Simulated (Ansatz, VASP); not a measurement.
## One calculation of AlN, two programs

The input INCAR:

```
SYSTEM = AlN
  PREC = Accurate
  ENCUT = 520
  EDIFF = 1E-6
  ISMEAR = 0
  SIGMA = 0.05
  LREAL = .False.
  LASPH = .True.
  NELM = 80
  ALGO = Normal
  ISIF = 2
  LWAVE = .False.
  LCHARG = .False.
  GGA = PE
  NBANDS = 26
```

The input KPOINTS:

```
Automatic mesh
0
Gamma
  6 6 6
  0 0 0
```

POSCAR

```
AlN
1.0
    4.4025164325      0.0000000000      0.0000000000
    0.0000000000     -4.4025164325      0.0000000000
    0.0000000000      0.0000000000     -4.4025164325
Al N
4 4
Direct
   -0.0202373928      0.1430999769     -0.0202373928
    0.5000000000      0.5000000000      0.0000000000
    0.5000000000      0.0000000000      0.5000000000
    0.0000000000      0.5000000000      0.5000000000
    0.7500000000      0.7500000000      0.7500000000
    0.2500000000      0.2500000000      0.7500000000
    0.2500000000      0.7500000000      0.2500000000
    0.7500000000      0.2500000000      0.2500000000
```

Input for Ansatz:

```yaml
crystal:
  lattice:
    - [4.4025164325, 0.0, 0.0]
    - [0.0, -4.4025164325, 0.0]
    - [0.0, 0.0, -4.4025164325]
  atoms:
    - { symbol: Al, position: [-0.0202373928, 0.1430999769, -0.0202373928] }
    - { symbol: Al, position: [0.5, 0.5, 0.0] }
    - { symbol: Al, position: [0.5, 0.0, 0.5] }
    - { symbol: Al, position: [0.0, 0.5, 0.5] }
    - { symbol: "N", position: [0.75, 0.75, 0.75] }
    - { symbol: "N", position: [0.25, 0.25, 0.75] }
    - { symbol: "N", position: [0.25, 0.75, 0.25] }
    - { symbol: "N", position: [0.75, 0.25, 0.25] }
basis:
  ecutwfc: 420
kpoints:
  mp_grid: { grid: [6, 6, 6] }
hamiltonian:
  xc: pbe
  pseudopotentials: { kind: paw, azcp: { folder: soft_1 } }
scf:
  occupations: { method: gaussian, width: 0.05 }
output:
  forces: true
  stress: true
  eigenvalues: true
```

Alike in both runs: task single point; functional PBE; k mesh 6 × 6 × 6; occupations gaussian, width 0.05 eV; no spin polarisation.

|  | VASP | Ansatz |
| --- | --- | --- |
| version | VASP 6.6.1 | Ansatz 0.2.0 |
| potentials or method | VASP PAW PBE potentials, release 64 (Al, N), cutoff 520 eV | scalar-relativistic, plane waves, PAW |
| valence electrons in the cell | 32 | 32 |

|  | VASP | Ansatz | Ansatz less VASP |
| --- | --- | --- | --- |
| gap on the k mesh at the Fermi level (eV) | 0.47 | 0.47 | +0.006 |
| least direct gap on the mesh (eV) | 0.59 | 0.60 | +0.008 |
| pressure (GPa) | 10.7 | 10.7 | +0.03 |
| traceless stress, the component that is largest in VASP (GPa) | -15.34 | -15.25 | +0.089 |
| rms of the force components (eV/Å) | 2.554 | 2.531 | -0.0228 |

Atom by atom the forces differ by 0.027 eV/Å (rms over components). The functional is the same, so the differences come from potentials, cutoffs and numerics.
